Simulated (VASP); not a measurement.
Input of a VASP 6.6.1 run:

The input INCAR:

```
SYSTEM = GaAs5
PREC = Accurate
ENCUT = 600
EDIFF = 1E-6
ISMEAR = 0
SIGMA = 0.1
LREAL = .False.
LASPH = .True.
NELM = 60
ALGO = Normal
ISIF = 3
LWAVE = .False.
LCHARG = .False.
GGA = PE
IBRION = 2
NSW = 100
EDIFFG = -0.01
```

Contents of KPOINTS:

```
Automatic mesh
0
Gamma
  6 6 8
  0 0 0
```

Contents of POSCAR:

```
GaAs5
1.0
    6.2014229337      0.0000000000      0.0000000000
    0.0000000000      6.2014229337      0.0000000000
    0.0000000000      0.0000000000      4.9492018582
Ga As
1 5
Direct
    0.0000000000      0.0000000000      0.0000000000
    0.3050505201      0.3050505201      0.0000000000
    0.6949494799      0.6949494799      0.0000000000
    0.3050505201      0.6949494799      0.0000000000
    0.6949494799      0.3050505201      0.0000000000
    0.0000000000      0.0000000000      0.5000000000
```

Potentials or basis: VASP PAW PBE potentials, release 64 (Ga_d, As).

The run is started by

```sh
$ cat potpaw_PBE.64/Ga_d/POTCAR potpaw_PBE.64/As/POTCAR > POTCAR
$ mpirun -np 1 vasp_std > vasp.out
```

(1) What does it give for the space group after relaxing (to 0.1 Å)?

(2) Predict the relaxed volume.

(3) What does it give for the relaxed cell?

## Answers

(1) P4/mmm (No. 123).

(2) 32.01 Å³/atom.

(3) a = 6.248 Å, b = 6.248 Å, c = 4.920 Å, α = 90.00°, β = 90.00°, γ = 90.00°.
